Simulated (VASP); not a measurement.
Wanted: the native input for a VASP 6.6.1 run.

```yaml
Task: single point
Functional: LDA
Potentials_or_basis: VASP PAW LDA potentials, release 64 (Ir_sv_GW)
Cutoff: 500 eV
k_mesh: 22 × 22 × 22
Occupations: gaussian, width 0.15 eV
Spin: no spin polarisation
Dipole_correction: no
Second_run: valence_matched
Further_INCAR_settings: ALGO = Normal; EDIFF = 1e-06; NBANDS = 14
```

The structure of Ir lies in POSCAR:

```
Ir
1.0
    0.0000000000      1.9015073525      1.7602253562
    1.9015073525      0.0000000000      1.7602253562
    1.9015073525      1.9015073525      0.0000000000
Ir
1
Direct
    0.0000000000      0.0000000000      0.0000000000
```

This cell differs from its parent crystal: volume 12.729 Å^3 an atom, c/a of the conventional cell 0.9257.

One way to write it, as run:

INCAR

```
  PREC = Accurate
  ENCUT = 500
  EDIFF = 1E-6
  ISMEAR = 0
  SIGMA = 0.15
  LREAL = False
  LASPH = True
  NELM = 120
  ALGO = Normal
  ISIF = 2
  LWAVE = False
  LCHARG = False
  GGA = CA
  NBANDS = 14
  GGA_COMPAT = False
```

KPOINTS

```
Automatic mesh
0
Gamma
  22 22 22
```

Potentials or basis: VASP PAW LDA potentials, release 64 (Ir_sv_GW).

The run is started by

```bash
$ cat potpaw_LDA.64/Ir_sv_GW/POTCAR > POTCAR
$ mpirun -np 1 vasp_std > vasp.out
```

Results of the run:

```json
{
  "Pressure": "41.7 GPa"
}
```

It took 71 s on 1 thread of AMD EPYC 9R45 96-Core Processor (Zen 5), with other jobs on the host, peak memory 0.22 GiB.
